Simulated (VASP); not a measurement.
C: single point with PBEsol

Crystal: C.

```xyz
2
Lattice="0.0000 1.7684 1.7684 1.7684 0.0000 1.7684 1.7684 1.7684 0.0000" Properties=species:S:1:pos:R:3 pbc="T T T"
C     0.0000    0.0000    0.0000
C     0.8842    0.8842    0.8842
```

```json
{
 "Program": "VASP 6.6.1",
 "Task": "single point",
 "Functional": "PBEsol",
 "Potentials or basis": "VASP PAW PBE potentials, release 64 (C)",
 "Cutoff": "600 eV",
 "k mesh": "9 × 9 × 9",
 "Occupations": "gaussian, width 0.01 eV",
 "Spin": "no spin polarisation"
}
```

- Pressure: 7.2 GPa
- Band gap on the k mesh: 4.09 eV, indirect (least direct gap 5.61 eV)

Levels at points of the mesh, in eV from the valence-band top:
```tsv
k point	band 2	band 3	band 4	band 5	band 6	band 7
(0.00, 0.00, 0.00)	0.00	0.00	0.00	5.61	5.61	5.61
```

Run time: 8.5 s on 1 thread of Intel Xeon 8259CL (shared host), peak memory 0.12 GiB.

Caveat: the PAW data sets were made with another functional, which shifts forces and pressure a little. As with any semilocal functional, this PBEsol gap is likely too small.
